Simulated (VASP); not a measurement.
# H6CO in VASP: notebook

Runs on H6CO. Level: r2SCAN. Tasks: single point.

Everything below comes from runs of VASP 6.6.1. Logs are shortened: lines on timing, memory, paths and dates and some standing lists are left out, and cuts for length are marked.

## Step 1: The cell of the first run

The cell holds a disordered packing, 32 atoms: a = 7.192 Å, b = 7.192 Å, c = 7.192 Å, α = 90.00°, β = 90.00°, γ = 90.00°.

## Step 2: Single point, r2SCAN

The input, POSCAR:

```
H6CO
1.0
    7.1919660000      0.0000000000      0.0000000000
    0.0000000000      7.1919660000      0.0000000000
    0.0000000000      0.0000000000      7.1919660000
O H C
4 24 4
Direct
    0.7752400387      0.7717778421      0.8555101623
    0.9058302000      0.1941193827      0.7791332718
    0.1522254137      0.7760325897      0.9088613600
    0.3195510101      0.7913830516      0.2568838618
    0.6617244853      0.7939692707      0.9251851302
    0.8038274931      0.9001154900      0.8201929764
    0.8744062472      0.1706765577      0.6526866228
    0.8330128368      0.2958718103      0.8175511397
    0.0257648604      0.7599869076      0.8888529228
    0.2188831260      0.6975005165      0.8224454899
    0.2692170680      0.8226401515      0.1366524814
    0.3216783839      0.6544524821      0.2452319713
    0.3904356611      0.3278936524      0.1258487596
    0.1576759401      0.3267117781      0.0756121483
    0.2411440766      0.1704818960      0.2492364397
    0.2913389746      0.1186601828      0.0092186198
    0.7083598560      0.5265736796      0.3021566009
    0.8522009142      0.4702191306      0.1058125136
    0.9365172194      0.3978328040      0.3264058812
    0.9147846361      0.6457900385      0.2676180616
    0.6675921438      1.1425943894      0.3702325623
    0.7020750654      0.9108357854      0.4352634593
    0.8638806135      1.0337229069      0.3098874494
    0.6667300707      0.9625462634      0.1921588617
    0.4205665043      0.5087899470      0.7488494801
    0.4514481854      0.3140448662      0.6011429976
    0.4383224281      0.5411593993      0.5173133466
    0.2336635073      0.4368763701      0.6004060642
    0.2723733677      0.2362775352      0.1053953815
    0.8531881269      0.5045630082      0.2541446942
    0.7155345284      1.0104469348      0.3322735397
    0.3879884860      0.4421739480      0.6120579547
```

The input, INCAR.step1:

```
SYSTEM = H6CO
  ALGO = Normal
  EDIFF = 1E-5
  ENCUT = 580
  GGA = PE
  GGA_COMPAT = .FALSE.
  ISMEAR = -1
  LASPH = .TRUE.
  LCHARG = .FALSE.
  LREAL = Auto
  LWAVE = .TRUE.
  NBANDS = 54
  NELM = 120
  PREC = Accurate
  SIGMA = 0.02
```

The input, INCAR.step2:

```
SYSTEM = H6CO
  ALGO = Normal
  EDIFF = 1E-6
  ENCUT = 580
  GGA_COMPAT = .FALSE.
  ISIF = 2
  ISMEAR = -1
  ISTART = 1
  LASPH = .TRUE.
  LCHARG = .FALSE.
  LMIXTAU = .TRUE.
  LREAL = Auto
  LWAVE = .FALSE.
  METAGGA = R2SCAN
  NBANDS = 54
  NELM = 120
  PREC = Accurate
  SIGMA = 0.02
```

The input, KPOINTS:

```
k-points
0
G
  1 1 1
  0 0 0
```

Potentials or basis: VASP PAW PBE potentials, release 64 (O, H, C).

Launch:

```sh
$ cat potpaw_PBE.64/O/POTCAR potpaw_PBE.64/H/POTCAR potpaw_PBE.64/C/POTCAR > POTCAR
$ cp INCAR.step1 INCAR
$ mpirun -np 1 vasp_gam > vasp.out
$ cp INCAR.step2 INCAR
$ mpirun -np 1 vasp_gam > vasp.out
```

OUTCAR:

```text
SYSTEM = H6CO
   EDIFF = 1E-6
   ENCUT = 580
   ISIF = 2
   ISMEAR = -1
   ISTART = 1
   LASPH = .TRUE.
   LREAL = Auto
   METAGGA = R2SCAN
   NELM = 120
   PREC = Accurate

 ion  position               nearest neighbor table
   1  0.775  0.772  0.856-   5 0.97   6 0.98
   2  0.906  0.194  0.779-   8 0.94   7 0.95
   3  0.152  0.776  0.909-   9 0.93  10 0.97
   4  0.320  0.791  0.257-  11 0.96  12 0.99
   5  0.662  0.794  0.925-   1 0.97
   6  0.804  0.900  0.820-   1 0.98
   7  0.874  0.171  0.653-   2 0.95
   8  0.833  0.296  0.818-   2 0.94
   9  0.026  0.760  0.889-   3 0.93
  10  0.219  0.698  0.822-   3 0.97
[... 16 lines left out ...]
  27  0.438  0.541  0.517-  32 1.05
  28  0.234  0.437  0.600-  32 1.11
  29  0.272  0.236  0.105-  14 1.07  13 1.08  16 1.10  15 1.16
  30  0.853  0.505  0.254-  18 1.10  19 1.10  17 1.11  20 1.11
  31  0.716  0.010  0.332-  22 1.04  21 1.05  23 1.09  24 1.12
  32  0.388  0.442  0.612-  26 1.03  27 1.05  28 1.11  25 1.12

  LATTYP: Found a simple cubic cell.
 ALAT       =     7.1919660000

  Lattice vectors:

 A1 = (   7.1919660000,   0.0000000000,   0.0000000000)
 A2 = (   0.0000000000,   7.1919660000,   0.0000000000)
 A3 = (   0.0000000000,   0.0000000000,   7.1919660000)

Analysis of symmetry for initial positions (statically):
=====================================================================
 Subroutine PRICEL returns:
 Original cell was already a primitive cell.

 Routine SETGRP: Setting up the symmetry group for a
 simple cubic supercell.

 Subroutine GETGRP returns: Found  1 space group operations
 (whereof  1 operations were pure point group operations)
 out of a pool of 48 trial point group operations.

The static configuration has the point symmetry C_1 .

Analysis of symmetry for dynamics (positions and initial velocities):
=====================================================================
 Subroutine PRICEL returns:
 Original cell was already a primitive cell.

 Routine SETGRP: Setting up the symmetry group for a
 simple cubic supercell.

 Subroutine GETGRP returns: Found  1 space group operations
 (whereof  1 operations were pure point group operations)
 out of a pool of 48 trial point group operations.

The dynamic configuration has the point symmetry C_1 .

 Subroutine INISYM returns: Found  1 space group operations
 (whereof  1 operations are pure point group operations),
 and found     1 'primitive' translations

----------------------------------------------------------------------------------------

                                     Primitive cell

  volume of cell :     371.9999

  direct lattice vectors                    reciprocal lattice vectors
     7.191966000  0.000000000  0.000000000     0.139044039  0.000000000  0.000000000
     0.000000000  7.191966000  0.000000000     0.000000000  0.139044039  0.000000000
     0.000000000  0.000000000  7.191966000     0.000000000  0.000000000  0.139044039

  length of vectors
     7.191966000  7.191966000  7.191966000     0.139044039  0.139044039  0.139044039

  position of ions in fractional coordinates (direct lattice)
     0.775240039  0.771777842  0.855510162
     0.905830200  0.194119383  0.779133272
     0.152225414  0.776032590  0.908861360
     0.319551010  0.791383052  0.256883862
     0.661724485  0.793969271  0.925185130
     0.803827493  0.900115490  0.820192976
[... 24 lines left out ...]
     0.715534528  0.010446935  0.332273540
     0.387988486  0.442173948  0.612057955

  ion indices of the primitive-cell ions
   primitive index   ion index
                 1           1
                 2           2
                 3           3
                 4           4
                 5           5
                 6           6
[... 24 lines left out ...]
                31          31
                32          32

----------------------------------------------------------------------------------------

 KPOINTS: k-points

Automatic generation of k-mesh.
 Grid dimensions read from file:
 generate k-points for:    1    1    1

 Generating k-lattice:

  Cartesian coordinates                     Fractional coordinates (reciprocal lattice)
     0.139044039  0.000000000  0.000000000     1.000000000  0.000000000  0.000000000
     0.000000000  0.139044039  0.000000000     0.000000000  1.000000000  0.000000000
     0.000000000  0.000000000  0.139044039     0.000000000  0.000000000  1.000000000

  Length of vectors
     0.139044039  0.139044039  0.139044039

  Shift w.r.t. Gamma in fractional coordinates (k-lattice)
     0.000000000  0.000000000  0.000000000

 Subroutine IBZKPT returns following result:
 ===========================================

 Found      1 irreducible k-points:

 Following reciprocal coordinates:
            Coordinates               Weight
  0.000000  0.000000  0.000000      1.000000
   k-points           NKPTS =      1   k-points in BZ     NKDIM =      1   number of bands    NBANDS=     54
   number of dos      NEDOS =    301   number of ions     NIONS =     32
   total plane-waves  NPLWV = 175616
   dimension x,y,z NGX =    56 NGY =   56 NGZ =   56
   dimension x,y,z NGXF=   112 NGYF=  112 NGZF=  112
   ions per type =               4  24   4
   NGX,Y,Z   is equivalent  to a cutoff of  12.94, 12.94, 12.94 a.u.
   NGXF,Y,Z  is equivalent  to a cutoff of  25.89, 25.89, 25.89 a.u.
 SYSTEM =  H6CO
   PREC   = accura    normal or accurate (medium, high low for compatibility)
   ISTART =      1    job   : 0-new  1-cont  2-samecut
   ICHARG =      0    charge: 1-file 2-atom 10-const
   ISPIN  =      1    spin polarized calculation?
   LNONCOLLINEAR =      F non collinear calculations
   LSORBIT =      F    spin-orbit coupling
   LASPH  =      T    aspherical Exc in radial PAW
   ENCUT  =  580.0 eV  42.63 Ry    6.53 a.u.  14.12 14.12 14.12*2*pi/ulx,y,z
   NELM   =    120;   NELMIN=  2; NELMDL=  0     # of ELM steps
   EDIFF  = 0.1E-05   stopping-criterion for ELM
   LREAL  =      T    real-space projection
   EDIFFG = 0.1E-04   stopping-criterion for IOM
   NSW    =      0    number of steps for IOM
   IBRION =     -1    ionic relax: 0-MD 1-quasi-New 2-CG
   NFREE  =      0    steps in history (QN), initial steepest desc. (CG)
   ISIF   =      2    stress and relaxation
   ISYM   =      2    0-nonsym 1-usesym 2-fastsym
   POTIM  = 0.5000    time-step for ionic-motion
   TEBEG  =    0.0;   TEEND  =   0.0 temperature during run
   PSTRESS=    0.0 pullay stress
   NELECT =      64.0000    total number of electrons
   NUPDOWN=      -1.0000    fix difference up-down
   EMIN   =  10.00;   EMAX   =-10.00  energy-range for DOS
   EFERMI =   0.00;   METHOD = LEGACY
   ISMEAR =    -1;   SIGMA  =   0.02  broadening in eV -4-tet -1-fermi 0-gaus
   EFERMI_NEDOS =   21; number of points for ismear=-14 and -15
   IALGO  =     38    algorithm
   IMIX   =      4    mixing-type and parameters
     AMIX     =   0.40;   BMIX     =  1.00
     AMIX_MAG =   1.60;   BMIX_MAG =  1.00
  volume/ion in A,a.u.               =      11.62        78.45
  Fermi-wavevector in a.u.,A,eV,Ry     =   0.910515  1.720624 11.279746  0.829038
  Thomas-Fermi vector in A             =   2.034686
   LORBIT       =      0    0 simple, 1 ext, 2 COOP (PROOUT), +10 PAW based schemes
   METAGGA = R2SCAN    functional components
   LHFCALC =     F    Hartree Fock is set to
   AEXX    =    0.0000 exact exchange contribution
   IVDW    =     0    specifies the selected vdW correction
   LEPSILON=     F    determine dielectric tensor
   LRPA    =     F    only Hartree local field effects (RPA)
 non-spin polarized calculation
  energy-cutoff  :      580.00
  volume of cell :      372.00
 maximum number of plane-waves:      5877
   NGX = 29   NGY = 29   NGZ = 29

 number of electron      64.0000008 magnetization

 Free energy of the ion-electron system (eV)
  ---------------------------------------------------
  ext. energy  EPLUGINS =         0.00000000
  ---------------------------------------------------
  free energy    TOTEN  =      -161.52524787 eV

  energy without entropy =     -161.52524787  energy(sigma->0) =     -161.52524787

 E-fermi :  -4.0617     XC(G=0):  -6.1174

 val. band max:       -4.6217687837   @ k =   0.0000   0.0000   0.0000
 cond. band min:       0.5759535815   @ k =   0.0000   0.0000   0.0000
 fundamental gap:      5.1977223652
 Fermi energy:        -4.0616837846

 k-point     1 :       0.0000    0.0000    0.0000
  band No.  band energies     occupation
      1     -25.0058      2.00000
      2     -24.8719      2.00000
      3     -24.3940      2.00000
      4     -23.5566      2.00000
      5     -16.0971      2.00000
      6     -15.8725      2.00000
[... 36 lines left out ...]
     43       5.1736      0.00000
     44       5.2975      0.00000
 [bands above 44 left out]

------------------------ aborting loop because EDIFF is reached ----------------------------------------

  FORCE on cell =-STRESS in cart. coord.  units (eV):
  Direction    XX          YY          ZZ          XY          YZ          ZX
  --------------------------------------------------------------------------------------
  -------------------------------------------------------------------------------------
  Total        3.4014583      0.3888178     -0.4603195     -0.9127906     -2.3582300      0.2055104
  in kB       14.6498394      1.6746108     -1.9825634     -3.9313241    -10.1567291      0.8851187
  external PRESSURE =       4.7806289 kB  Pullay stress =       0.0000000 kB

 VOLUME and BASIS-vectors are now :
 -----------------------------------------------------------------------------
  energy-cutoff  :      580.00
  volume of cell :      372.00
      direct lattice vectors                 reciprocal lattice vectors
     7.191966000  0.000000000  0.000000000     0.139044039  0.000000000  0.000000000
     0.000000000  7.191966000  0.000000000     0.000000000  0.139044039  0.000000000
     0.000000000  0.000000000  7.191966000     0.000000000  0.000000000  0.139044039

 POSITION                                       TOTAL-FORCE (eV/Angst)
 -----------------------------------------------------------------------------------
      5.57550      5.55060      6.15280        -0.506669      0.967023     -0.081295
      6.51470      1.39610      5.60350         0.760998     -1.217818      0.265488
      1.09480      5.58120      6.53650         2.764962      0.222637      0.182922
      2.29820      5.69160      1.84750         0.361746     -1.454548      0.131668
      4.75910      5.71020      6.65390         0.195026     -0.493405      0.086090
      5.78110      6.47360      5.89880         0.197573     -0.201235     -0.069328
[... 24 lines left out ...]
      5.14610      0.07513      2.38970         1.617674      0.121043     -2.805898
      2.79040      3.18010      4.40190        -2.027268      2.228716      1.962948
 -----------------------------------------------------------------------------------
    total drift:                               -0.004355      0.003125     -0.001767

  FREE ENERGIE OF THE ION-ELECTRON SYSTEM (eV)
  ---------------------------------------------------
  free  energy   TOTEN  =      -161.5252478679 eV

  energy  without entropy=     -161.5252478679  energy(sigma->0) =     -161.52524787
```

Run time: 2.8 min. Hardware: 1 thread of AMD EPYC 7R43 (Zen 3), shared host; peak memory 0.42 GiB.

What came out:

```yaml
Free_energy: -161.5252 eV
Pressure: 0.5 GPa
Largest_force: 3.596 eV/Å
Band_gap_on_the_k_mesh: 5.20 eV
```

Forces on the atoms (eV/Å):
```
O   -0.507  0.967 -0.081
O    0.761 -1.218  0.265
O    2.765  0.223  0.183
O    0.362 -1.455  0.132
H    0.195 -0.493  0.086
H    0.198 -0.201 -0.069
H   -0.140  0.057 -0.736
H   -0.752  1.005  0.301
H   -2.317 -0.472 -0.219
H   -0.291  0.120  0.067
H   -0.408  0.230 -0.408
H   -0.040  1.045  0.362
H    0.545 -0.270 -0.254
H   -0.584 -0.025 -0.569
H    0.392  0.701 -1.550
H    0.005  0.777  0.002
H    0.531 -0.683  0.024
H   -0.080  0.044  0.155
H   -0.556  0.495  0.046
H    0.182 -0.803 -0.060
H   -1.174  1.181  0.285
H   -0.586 -1.441  1.325
H    0.360 -0.158  0.063
H   -0.194  0.394  1.245
H   -0.098 -0.701 -0.427
H    0.821 -1.965 -0.190
H    0.558  0.723 -1.293
H    0.779 -0.283 -0.006
C   -0.283 -1.133  2.302
C   -0.033  0.988 -0.141
C    1.618  0.121 -2.806
C   -2.027  2.229  1.963
```

Stress tensor (GPa, compression positive):
```
 1.46 -0.39  0.09
-0.39  0.17 -1.02
 0.09 -1.02 -0.20
```

Caveat: the k points lie up to 0.87 Å⁻¹ apart; the atoms stand as in a frame of molecular dynamics; the PAW data sets were made with another functional, which shifts forces and pressure a little.

(Part 1 of 2 ends here.)
